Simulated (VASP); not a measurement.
A run of VASP 6.6.1:

Contents of INCAR:

```
  ALGO = Normal
  EDIFF = 1E-6
  ENCUT = 500
  GGA = PS
  GGA_COMPAT = F
  ISIF = 2
  ISMEAR = 0
  LASPH = T
  LCHARG = T
  LELF = T
  LREAL = F
  LVHAR = T
  LWAVE = F
  NBANDS = 10
  NELM = 120
  PREC = Accurate
  SIGMA = 0.1
```

The input KPOINTS:

```
k-points
0
Gamma
  4 4 4
```

POSCAR

```
Rb
1.0
    0.0000000000      3.5261801543      3.5261801543
    3.5261801543      0.0000000000      3.5261801543
    3.5261801543      3.5261801543      0.0000000000
Rb
1
Direct
    0.0000000000      0.0000000000      0.0000000000
```

Potentials or basis: VASP PAW PBE potentials, release 64 (Rb_sv).

Launch:

```console
$ cat potpaw_PBE.64/Rb_sv/POTCAR > POTCAR
$ mpirun -np 1 vasp_std > vasp.out
```

Hardware: 1 thread of AMD EPYC 7R43 64-Core Processor (Zen 3) (shared host).

Task: How long does it take, and how much memory?

Result: Run time: 16 s on 1 thread of AMD EPYC 7R43 64-Core Processor (Zen 3), with other jobs on the host, peak memory 0.16 GiB. Counts: scf iterations 10, k points 8.
